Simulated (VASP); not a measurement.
Wanted: the native input for a VASP 6.6.1 run.

```
Task                   : single point
Functional             : RPBE
Potentials or basis    : VASP PAW PBE potentials, release 64 (Lu)
Cutoff                 : 520 eV
k mesh                 : 12 × 12 × 12
Occupations            : fermi-dirac, width 0.1 eV
Spin                   : no spin polarisation
Dipole correction      : no
Further INCAR settings : ALGO = Normal; EDIFF = 1e-07; NBANDS = 32
```

The structure of Lu lies in POSCAR:

```
Lu
1.0
    0.0000000000      3.7859623238      3.7859623238
    3.7859623238      0.0000000000      3.7859623238
    3.7859623238      3.7859623238      0.0000000000
Lu
2
Direct
    0.1250000000      0.1250000000      0.1250000000
    0.8750000000      0.8750000000      0.8750000000
```

This isn't the form of Lu at room conditions, which is hcp.

One way to write it, as run:

INCAR

```
SYSTEM = Lu
  PREC = Accurate
  ENCUT = 520
  EDIFF = 1E-7
  ISMEAR = -1
  SIGMA = 0.1
  LREAL = .FALSE.
  LASPH = .TRUE.
  NELM = 80
  ALGO = Normal
  ISIF = 2
  LWAVE = .FALSE.
  LCHARG = .TRUE.
  GGA = RP
  LELF = .TRUE.
  LVHAR = .TRUE.
  NBANDS = 32
```

KPOINTS

```
regular mesh
0
G
  12 12 12
  0 0 0
```

Potentials or basis: VASP PAW PBE potentials, release 64 (Lu).

Command:

```console
$ cat potpaw_PBE.64/Lu/POTCAR > POTCAR
$ mpirun -np 1 vasp_std > vasp.out
```

It gave:

```yaml
Pressure: 0.0 GPa
Band_gap_on_the_k_mesh: zero (bands 25 and 26 overlap by 0.94 eV)
```

Caveat: the PAW data sets were made with another functional, which shifts forces and pressure a little; spin-orbit coupling is left out, which moves the levels of the heavy elements.

Wall time 5.7 min on 1 thread of Oxide Virtual Turin-like Processor, with other jobs on the host, peak memory 0.35 GiB.
